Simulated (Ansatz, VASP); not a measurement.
# One calculation of Sr, two programs

The input INCAR:

```
PREC = Accurate
ENCUT = 520
EDIFF = 1E-6
ISMEAR = 0
SIGMA = 0.15
LREAL = False
LASPH = True
NELM = 80
ALGO = Fast
ISIF = 2
LWAVE = False
LCHARG = False
GGA = CA
NBANDS = 17
```

File KPOINTS:

```
Automatic mesh
0
Gamma
  12 12 8
```

Contents of POSCAR:

```
Sr
1.0
    4.2940391435      0.0000000000      0.0000000000
   -2.1470195718      3.5528298300      0.0000000000
    0.0000000000      0.0000000000      6.7154259278
Sr
2
Direct
    0.3333333333      0.6666666667      0.2500000000
    0.6666666667      0.3333333333      0.7500000000
```

Input for Ansatz:

```yaml
crystal:
  lattice:
    - [4.2940391435, 0.0, 0.0]
    - [-2.1470195718, 3.55282983, 0.0]
    - [0.0, 0.0, 6.7154259278]
  atoms:
    - { symbol: Sr, position: [0.3333333333, 0.6666666667, 0.25] }
    - { symbol: Sr, position: [0.6666666667, 0.3333333333, 0.75] }
basis:
  ecutwfc: 420
kpoints:
  mp_grid: { grid: [12, 12, 8] }
hamiltonian:
  xc: lda
scf:
  occupations: { method: gaussian, width: 0.15 }
output:
  forces: true
  stress: true
  eigenvalues: true
```

Change from the starting cell: mode 4 frozen in at +0.000 Å, normal strain along x +0.0467.

Alike in both runs: task single point; functional LDA; k mesh 12 × 12 × 8; occupations gaussian, width 0.15 eV; no spin polarisation.

```csv
,VASP,Ansatz
version,VASP 6.6.1,Ansatz 0.2.0
potentials or method,"VASP PAW LDA potentials, release 64 (Sr_sv), cutoff 520 eV","scalar-relativistic, plane waves, PAW"
valence electrons in the cell,20,20
```

|  | VASP | Ansatz | Ansatz less VASP |
| --- | --- | --- | --- |
| gap on the k mesh at the Fermi level (eV) | none | none | - |
| pressure (GPa) | -0.6 | -0.6 | +0.01 |
| traceless stress, the component that is largest in VASP (GPa) | -0.57 | -0.57 | +0.001 |
| rms of the force components (eV/Å) | 0.027 | 0.027 | -0.0002 |

LDA's correlation is that of Perdew and Zunger in VASP and of Perdew and Wang (1992) in Ansatz. Atom by atom the forces differ by 0.000 eV/Å (rms over components). A gap of «none» marks a metal or a gap that the smearing closes.
